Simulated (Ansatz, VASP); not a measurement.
## Hf2S: VASP beside Ansatz

```xyz
6
Lattice="3.3743 0.0000 0.0000 -1.6871 2.9222 0.0000 0.0000 0.0000 11.7174" Properties=species:S:1:pos:R:3 pbc="T T T"
Hf    1.6871    0.9741   10.5435
Hf    0.0000    1.9481    4.6848
Hf    1.6871    0.9741    7.0327
Hf    0.0000    1.9481    1.1739
S     0.0000    0.0000    8.7881
S     0.0000    0.0000    2.9294
```

Alike in both runs: task single point; functional r2SCAN; k mesh 12 × 12 × 4; no spin polarisation.

|  | VASP | Ansatz |
| --- | --- | --- |
| version | VASP 6.6.1 | Ansatz 0.2.0 |
| potentials or method | VASP PAW PBE potentials, release 64 (Hf_pv, S), cutoff 520 eV | scalar-relativistic, plane waves, PAW |
| occupations | methfessel-paxton of order 1, width 0.5 eV | cold, width 0.5 eV |
| valence electrons in the cell | 52 | 116 |

VASP gave:

* gap on the k mesh at the Fermi level (eV): none
* pressure (GPa): 0.0
* traceless stress, the component that is largest in VASP (GPa): 0.35
* rms of the force components (eV/Å): 0.007

Task: Which values does Ansatz return?

Result: gap on the k mesh at the Fermi level (eV): none; pressure (GPa): 1.0; traceless stress, the component that is largest in VASP (GPa): 0.56; rms of the force components (eV/Å): 0.034.

VASP's potentials were made for PBE, not for r2SCAN. Atom by atom the forces differ by 0.042 eV/Å (rms over components). A gap of «none» marks a metal or a gap that the smearing closes. VASP's potentials hold 52 valence electrons a cell and Ansatz's 116, so a difference there can come from the potentials and not from the codes.

Neither program's run includes spin-orbit coupling.
